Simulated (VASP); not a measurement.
Runs of VASP 6.6.1 on Li2TaO2. The structure is that of space group P4/mmm (No. 123), or close to it. The cells are those of the table. 

```csv
task,spin,cell,k mesh,cutoff (eV),gap on the mesh (eV),pressure (GPa),moment (μB),relaxed volume (Å³/atom)
single point,off,"a = 4.088, b = 4.088, c = 3.777 Å, 5 atoms",10 × 10 × 10,520,none,-,-,-
single point,"collinear, ferromagnetic start","a = 4.088, b = 4.088, c = 3.769 Å, 5 atoms",4 × 4 × 4,520,none,-,0.00,-
relaxation of cell and atoms,off,"relaxed from a = 4.088, b = 4.088, c = 3.769 Å, 5 atoms",10 × 10 × 10,600,none,0.0,-,(a)
single point,off,"a = 4.088, b = 4.088, c = 3.769 Å, 5 atoms",4 × 4 × 6,520,none,-,-,-
relaxation of cell and atoms,off,"relaxed from a = 4.217, b = 4.217, c = 3.333 Å, 5 atoms",4 × 4 × 6,600,none,0.0,-,12.62
single point,"collinear, ferromagnetic start","a = 4.217, b = 4.217, c = 3.333 Å, 5 atoms",4 × 4 × 6,520,none,-,0.00,-
single point,off,"a = 4.217, b = 4.217, c = 3.333 Å, 5 atoms",4 × 4 × 6,520,none,-,-,-
```

Alike in all rows: level PBE; potentials or basis VASP PAW PBE potentials, release 64 (Li_sv, Ta_pv, O); smearing gaussian 0.1 eV.

Fill in the values left out.

(a) 12.64.

Caveats: some runs use coarse meshes; the cutoff is under 1.25 times the usual one of these potentials, so pressure, stress and relaxed cells hold a basis-set (Pulay) error; spin-orbit coupling is left out, which moves the levels of the heavy elements; an odd number of electrons without spin polarisation forces a metal (some runs); a magnetic or distorted state may lie lower (some runs).

A k mesh can miss the band edges, and the runs leave out spin-orbit coupling on Ta.

A gap of «none» marks levels without a gap at the run's occupations.
